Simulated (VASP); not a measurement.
# CuI (Cmcm) in VASP: a series of runs, part 3 of 3

VASP 6.6.1.

## 4. Single point, PBEsol

This run uses another cell than the first one, of 26.93 Å³/atom.

Contents of INCAR:

```
SYSTEM = CuI
PREC = Accurate
ENCUT = 600
EDIFF = 1E-6
ISMEAR = 0
SIGMA = 0.01
LREAL = .False.
LASPH = .True.
NELM = 120
ALGO = Normal
ISIF = 2
LWAVE = .False.
LCHARG = .False.
GGA = PS
NBANDS = 26
GGA_COMPAT = .False.
```

Contents of KPOINTS:

```
regular mesh
0
Gamma
  4 4 4
  0 0 0
```

Contents of POSCAR:

```
CuI
1.0
    3.5172413939     -3.5680297599      0.0000000000
    3.5172413939      3.5680297599      0.0000000000
    0.0000000000      0.0000000000      4.2911479425
Cu I
2 2
Direct
    0.4163573002      0.5836426998      0.7500000000
    0.5836426998      0.4163573002      0.2500000000
    0.7785187151      0.2214812849      0.7500000000
    0.2214812849      0.7785187151      0.2500000000
```

Potentials or basis: VASP PAW PBE potentials, release 64 (Cu, I).

Run with:

```sh
cat potpaw_PBE.64/Cu/POTCAR potpaw_PBE.64/I/POTCAR > POTCAR
mpirun -np 1 vasp_std > vasp.out
```

OUTCAR:

```text
SYSTEM = CuI
   PREC = Accurate
   ENCUT = 600
   EDIFF = 1E-6
   ISMEAR = 0
   LREAL = .False.
   LASPH = .True.
   NELM = 120
   ISIF = 2
   GGA = PS

 ion  position               nearest neighbor table
   1  0.416  0.584  0.750-   2 2.46   2 2.46   4 2.56   4 2.56   3 2.58
   2  0.584  0.416  0.250-   1 2.46   1 2.46   3 2.56   3 2.56   4 2.58
   3  0.779  0.221  0.750-   2 2.56   2 2.56   1 2.58
   4  0.221  0.779  0.250-   1 2.56   1 2.56   2 2.58

  LATTYP: Found a base centered orthorhombic cell.
 ALAT       =     7.0344827878
 B/A-ratio  =     1.0144398295
 C/A-ratio  =     0.6100161266

  Lattice vectors:

 A1 = (   3.5172413939,  -3.5680297599,   0.0000000000)
 A2 = (   3.5172413939,   3.5680297599,   0.0000000000)
 A3 = (   0.0000000000,   0.0000000000,   4.2911479425)

Analysis of symmetry for initial positions (statically):
=====================================================================
 Subroutine PRICEL returns:
 Original cell was already a primitive cell.

 Routine SETGRP: Setting up the symmetry group for a
 base centered orthorhombic supercell.

 Subroutine GETGRP returns: Found  8 space group operations
 (whereof  4 operations were pure point group operations)
 out of a pool of  8 trial point group operations.

The static configuration has the point symmetry C_2h.
 The point group associated with its full space group is D_2h.

Analysis of symmetry for dynamics (positions and initial velocities):
=====================================================================
 Subroutine PRICEL returns:
 Original cell was already a primitive cell.

 Routine SETGRP: Setting up the symmetry group for a
 base centered orthorhombic supercell.

 Subroutine GETGRP returns: Found  8 space group operations
 (whereof  4 operations were pure point group operations)
 out of a pool of  8 trial point group operations.

The dynamic configuration has the point symmetry C_2h.
 The point group associated with its full space group is D_2h.

 Subroutine INISYM returns: Found  8 space group operations
 (whereof  4 operations are pure point group operations),
 and found     1 'primitive' translations

----------------------------------------------------------------------------------------

                                     Primitive cell

  volume of cell :     107.7046

  direct lattice vectors                    reciprocal lattice vectors
     3.517241394 -3.568029760  0.000000000     0.142156862 -0.140133360  0.000000000
     3.517241394  3.568029760  0.000000000     0.142156862  0.140133360  0.000000000
     0.000000000  0.000000000  4.291147943     0.000000000  0.000000000  0.233037876

  length of vectors
     5.010171992  5.010171992  4.291147943     0.199614459  0.199614459  0.233037876

  position of ions in fractional coordinates (direct lattice)
     0.416357300  0.583642700  0.750000000
     0.583642700  0.416357300  0.250000000
     0.778518715  0.221481285  0.750000000
     0.221481285  0.778518715  0.250000000

  ion indices of the primitive-cell ions
   primitive index   ion index
                 1           1
                 2           2
                 3           3
                 4           4

----------------------------------------------------------------------------------------

 KPOINTS: regular mesh

Automatic generation of k-mesh.
 Grid dimensions read from file:
 generate k-points for:    4    4    4

 Generating k-lattice:

  Cartesian coordinates                     Fractional coordinates (reciprocal lattice)
     0.035539216 -0.035033340  0.000000000     0.250000000  0.000000000  0.000000000
     0.035539216  0.035033340  0.000000000     0.000000000  0.250000000  0.000000000
     0.000000000  0.000000000  0.058259469     0.000000000  0.000000000  0.250000000

  Length of vectors
     0.049903615  0.049903615  0.058259469

  Shift w.r.t. Gamma in fractional coordinates (k-lattice)
     0.000000000  0.000000000  0.000000000

 Subroutine IBZKPT returns following result:
 ===========================================

 Found     21 irreducible k-points:

 Following reciprocal coordinates:
            Coordinates               Weight
  0.000000  0.000000  0.000000      1.000000
  0.250000 -0.000000  0.000000      4.000000
  0.500000 -0.000000  0.000000      2.000000
  0.250000  0.250000  0.000000      2.000000
  0.500000  0.250000  0.000000      4.000000
 -0.250000  0.250000  0.000000      2.000000
[... 13 lines left out ...]
 -0.250000  0.250000  0.500000      2.000000
  0.500000  0.500000  0.500000      1.000000
   k-points           NKPTS =     21   k-points in BZ     NKDIM =     21   number of bands    NBANDS=     26
   number of dos      NEDOS =    301   number of ions     NIONS =      4
   total plane-waves  NPLWV =  57600
   dimension x,y,z NGX =    40 NGY =   40 NGZ =   36
   dimension x,y,z NGXF=    80 NGYF=   80 NGZF=   72
   ions per type =               2   2
   NGX,Y,Z   is equivalent  to a cutoff of  13.27, 13.27, 13.95 a.u.
   NGXF,Y,Z  is equivalent  to a cutoff of  26.55, 26.55, 27.89 a.u.
 SYSTEM =  CuI
   PREC   = accura    normal or accurate (medium, high low for compatibility)
   ISTART =      0    job   : 0-new  1-cont  2-samecut
   ICHARG =      2    charge: 1-file 2-atom 10-const
   ISPIN  =      1    spin polarized calculation?
   LNONCOLLINEAR =      F non collinear calculations
   LSORBIT =      F    spin-orbit coupling
   LASPH  =      T    aspherical Exc in radial PAW
   ENCUT  =  600.0 eV  44.10 Ry    6.64 a.u.  10.01 10.01  8.57*2*pi/ulx,y,z
   NELM   =    120;   NELMIN=  2; NELMDL= -5     # of ELM steps
   EDIFF  = 0.1E-05   stopping-criterion for ELM
   LREAL  =      F    real-space projection
   EDIFFG = 0.1E-04   stopping-criterion for IOM
   NSW    =      0    number of steps for IOM
   IBRION =     -1    ionic relax: 0-MD 1-quasi-New 2-CG
   NFREE  =      0    steps in history (QN), initial steepest desc. (CG)
   ISIF   =      2    stress and relaxation
   ISYM   =      2    0-nonsym 1-usesym 2-fastsym
   POTIM  = 0.5000    time-step for ionic-motion
   TEBEG  =    0.0;   TEEND  =   0.0 temperature during run
   PSTRESS=    0.0 pullay stress
   NELECT =      36.0000    total number of electrons
   NUPDOWN=      -1.0000    fix difference up-down
   EMIN   =  10.00;   EMAX   =-10.00  energy-range for DOS
   EFERMI =   0.00;   METHOD = LEGACY
   ISMEAR =     0;   SIGMA  =   0.01  broadening in eV -4-tet -1-fermi 0-gaus
   EFERMI_NEDOS =   21; number of points for ismear=-14 and -15
   IALGO  =     38    algorithm
   IMIX   =      4    mixing-type and parameters
     AMIX     =   0.40;   BMIX     =  1.00
     AMIX_MAG =   1.60;   BMIX_MAG =  1.00
  volume/ion in A,a.u.               =      26.93       181.71
  Fermi-wavevector in a.u.,A,eV,Ry     =   1.136138  2.146989 17.562520  1.290809
  Thomas-Fermi vector in A             =   2.272843
   LORBIT       =      0    0 simple, 1 ext, 2 COOP (PROOUT), +10 PAW based schemes
   GGA     = PS    functional components
   LHFCALC =     F    Hartree Fock is set to
   AEXX    =    0.0000 exact exchange contribution
   IVDW    =     0    specifies the selected vdW correction
   LEPSILON=     F    determine dielectric tensor
   LRPA    =     F    only Hartree local field effects (RPA)
 non-spin polarized calculation
 Gauss-broadening in eV      SIGMA  =   0.01
  energy-cutoff  :      600.00
  volume of cell :      107.70
 maximum number of plane-waves:      3644
   NGX = 21   NGY = 21   NGZ = 17

 number of electron      35.9999986 magnetization

 Free energy of the ion-electron system (eV)
  ---------------------------------------------------
  ext. energy  EPLUGINS =         0.00000000
  ---------------------------------------------------
  free energy    TOTEN  =       -12.34500968 eV

  energy without entropy =      -12.34500968  energy(sigma->0) =      -12.34500968

 E-fermi :   4.8266     XC(G=0):  -9.3288

 val. band max:        4.7519820601   @ k =   0.0000   0.0000   0.0000
 cond. band min:       5.6325513365   @ k =   0.0000   0.0000   0.0000
 fundamental gap:      0.8805692764
 Fermi energy:         4.8266245909

 k-point     1 :       0.0000    0.0000    0.0000
  band No.  band energies     occupation
      1      -9.4668      2.00000
      2      -8.4525      2.00000
      3      -1.0296      2.00000
      4       0.4037      2.00000
      5       0.4445      2.00000
      6       0.5424      2.00000
[... 598 lines left out ...]
     25      13.1369      0.00000
     26      13.1369      0.00000

------------------------ aborting loop because EDIFF is reached ----------------------------------------

  FORCE on cell =-STRESS in cart. coord.  units (eV):
  Direction    XX          YY          ZZ          XY          YZ          ZX
  --------------------------------------------------------------------------------------
  -------------------------------------------------------------------------------------
  Total       -0.1232289      0.0111644      0.0466019      0.0000000     -0.0000000      0.0000000
  in kB       -1.8331127      0.1660774      0.6932344      0.0000000     -0.0000000      0.0000000
  external PRESSURE =      -0.3246003 kB  Pullay stress =       0.0000000 kB

 VOLUME and BASIS-vectors are now :
 -----------------------------------------------------------------------------
  energy-cutoff  :      600.00
  volume of cell :      107.70
      direct lattice vectors                 reciprocal lattice vectors
     3.517241394 -3.568029760  0.000000000     0.142156862 -0.140133360  0.000000000
     3.517241394  3.568029760  0.000000000     0.142156862  0.140133360  0.000000000
     0.000000000  0.000000000  4.291147943     0.000000000  0.000000000  0.233037876

 POSITION                                       TOTAL-FORCE (eV/Angst)
 -----------------------------------------------------------------------------------
      3.51724      0.59688      3.21836         0.000000      0.014011     -0.000000
      3.51724     -0.59688      1.07279         0.000000     -0.014011      0.000000
      3.51724     -1.98753      3.21836         0.000000     -0.020625     -0.000000
      3.51724      1.98753      1.07279         0.000000      0.020625      0.000000
 -----------------------------------------------------------------------------------
    total drift:                                0.000000     -0.000000     -0.000000

  FREE ENERGIE OF THE ION-ELECTRON SYSTEM (eV)
  ---------------------------------------------------
  free  energy   TOTEN  =       -12.3450096786 eV

  energy  without entropy=      -12.3450096786  energy(sigma->0) =      -12.34500968
```

OSZICAR:

```text
N       E                     dE             d eps       ncg     rms          rms(c)
DAV:   1     0.283821519251E+03    0.28382E+03   -0.16334E+04  1092   0.167E+03
DAV:   2     0.161771446430E+02   -0.26764E+03   -0.25595E+03  1098   0.334E+02
DAV:   3    -0.117464106091E+02   -0.27924E+02   -0.27182E+02  1432   0.128E+02
DAV:   4    -0.132091088788E+02   -0.14627E+01   -0.14575E+01  1528   0.258E+01
DAV:   5    -0.132592422642E+02   -0.50133E-01   -0.50126E-01  1676   0.460E+00    0.104E+01
DAV:   6    -0.129888791508E+02    0.27036E+00   -0.13680E+01  1370   0.856E+01    0.692E+00
DAV:   7    -0.123427198182E+02    0.64616E+00   -0.31459E+00  1338   0.533E+01    0.311E+00
DAV:   8    -0.123632818350E+02   -0.20562E-01   -0.39679E-01  1708   0.101E+01    0.118E+00
DAV:   9    -0.123448328896E+02    0.18449E-01   -0.99339E-02  1508   0.782E+00    0.617E-01
DAV:  10    -0.123458309453E+02   -0.99806E-03   -0.57718E-03  1678   0.125E+00    0.443E-01
DAV:  11    -0.123449760618E+02    0.85488E-03   -0.29092E-03  1406   0.152E+00    0.148E-01
DAV:  12    -0.123450080340E+02   -0.31972E-04   -0.73213E-04  1708   0.164E-01    0.231E-02
DAV:  13    -0.123450098635E+02   -0.18294E-05   -0.18081E-05  1248   0.306E-02    0.299E-02
DAV:  14    -0.123450096786E+02    0.18488E-06   -0.28250E-06  1022   0.498E-02
   1 F= -.12345010E+02 E0= -.12345010E+02  d E =-.560397E-28
```

stdout:

```text
POSCAR found type information on POSCAR CuI
 POSCAR found :  2 types and       4 ions
 scaLAPACK will be used
 -----------------------------------------------------------------------------
|                                                                             |
|                                                                             |
|     You enforced a specific xc type in the INCAR file but a different       |
|     I HOPE YOU KNOW WHAT YOU ARE DOING!                                     |
|                                                                             |
 -----------------------------------------------------------------------------

 LDA part: xc-table for (Slater+PW92), standard interpolation
 POSCAR, INCAR and KPOINTS ok, starting setup
 FFT: planning ... GRIDC
 FFT: planning ... GRID_SOFT
 FFT: planning ... GRID
 WAVECAR not read
 entering main loop
```

It took 38 s on 1 thread of Intel Xeon 6975P-C (Granite Rapids), shared host; peak memory 0.25 GiB.

What came out:

```yaml
Free_energy: -12.3450 eV
Pressure: 0.0 GPa
Largest_force: 0.021 eV/Å
Band_gap_on_the_k_mesh: 0.88 eV
```

Forces in eV/Å, atoms in the order of the input:
```
Cu   0.000  0.014  0.000
Cu   0.000 -0.014  0.000
I    0.000 -0.021  0.000
I    0.000  0.021  0.000
```

Caveat: the PAW data sets were made with another functional, which shifts forces and pressure a little; spin-orbit coupling is left out, which moves the levels of the heavy elements.

## 5. Summary

| level | cell | gap on the mesh (eV) | pressure (GPa) | largest force (eV/Å) |
| --- | --- | --- | --- | --- |
| PBEsol+D3(BJ) | a = 4.539, b = 4.539, c = 4.375 Å, angles 90.0, 90.0, 95.4°, 4 atoms, atomic positions A | 0.68 | 0.1 | 0.02 |
| BLYP+D3(BJ) | a = 4.717, b = 4.717, c = 4.435 Å, angles 90.0, 90.0, 94.4°, 4 atoms, atomic positions B | 0.86 | 0.2 | 0.01 |
| PBEsol | a = 5.010, b = 5.010, c = 4.291 Å, angles 90.0, 90.0, 90.8°, 4 atoms, atomic positions C | 0.88 | 0.0 | 0.02 |

Alike in all rows: task single point; potentials or basis VASP PAW PBE potentials, release 64 (Cu, I); no spin polarisation; k mesh 4 × 4 × 4; cutoff (eV) 600; smearing gaussian 0.01 eV.

Caveats: the PAW data sets were made with another functional, which shifts forces and pressure a little; spin-orbit coupling is left out, which moves the levels of the heavy elements; semilocal functionals underestimate gaps, and a narrow one can read as zero (at least some runs).

Total energies depend on the potentials used, so only differences within one code and one set of settings carry meaning.
